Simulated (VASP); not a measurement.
Set up this calculation in VASP 6.6.1, as the native input.

| Item | Value |
| --- | --- |
| Task | single point |
| Functional | PBE |
| Potentials or basis | VASP PAW PBE potentials, release 64 (Cl, Lu, O, Tl_d) |
| Cutoff | 600 eV |
| k mesh | 8 × 8 × 3, shifted |
| Occupations | fermi-dirac, width 0.0146 eV |
| Spin | no spin polarisation |
| Dipole correction | no |
| Further INCAR settings | ALGO = Normal; EDIFF = 1e-06; NBANDS = 51 |

The structure of LuTl2ClO4 lies in POSCAR:

```
LuTl2ClO4
1.0
    3.8154370000      0.0000000000      0.0000000000
    0.0000000000      3.8154370000      0.0000000000
    0.0000000000      0.0000000000      8.8380170000
Cl Lu O Tl
1 1 4 2
Direct
    0.0000000000      0.0000000000      0.5000000000
    0.0000000000      0.0000000000      0.0000000000
    0.5000000000      0.0000000000      0.8480000000
    0.0000000000      0.5000000000      0.8480000000
    0.5000000000      0.0000000000      0.1520000000
    0.0000000000      0.5000000000      0.1520000000
    0.5000000000      0.5000000000      0.7193000000
    0.5000000000      0.5000000000      0.2807000000
```

One way to write it, as run:

INCAR

```
  PREC = Accurate
  ENCUT = 600
  EDIFF = 1E-6
  ISMEAR = -1
  SIGMA = 0.0146
  LREAL = False
  LASPH = True
  NELM = 120
  ALGO = Normal
  ISIF = 2
  LWAVE = False
  LCHARG = False
  GGA = PE
  NBANDS = 51
  GGA_COMPAT = False
```

KPOINTS

```
Automatic mesh
0
Gamma
  8 8 3
  0.5 0.5 0.5
```

Potentials or basis: VASP PAW PBE potentials, release 64 (Cl, Lu, O, Tl_d).

Run with:

```sh
$ cat potpaw_PBE.64/Cl/POTCAR potpaw_PBE.64/Lu/POTCAR potpaw_PBE.64/O/POTCAR potpaw_PBE.64/Tl_d/POTCAR > POTCAR
$ mpirun -np 1 vasp_std > vasp.out
```

It gave:

| Property | Result |
| --- | --- |
| Pressure | 3.8 GPa |
| Largest force | 0.295 eV/Å |
| Band gap on the k mesh | zero (bands 41 and 42 overlap by 0.15 eV) |

Caveat: the stress differs along the axes, from -1 to 6 GPa; spin-orbit coupling is left out, which moves the levels of the heavy elements.

It took 3.1 min on 1 thread of Intel Xeon 8259CL, on a shared host, peak memory 0.32 GiB.
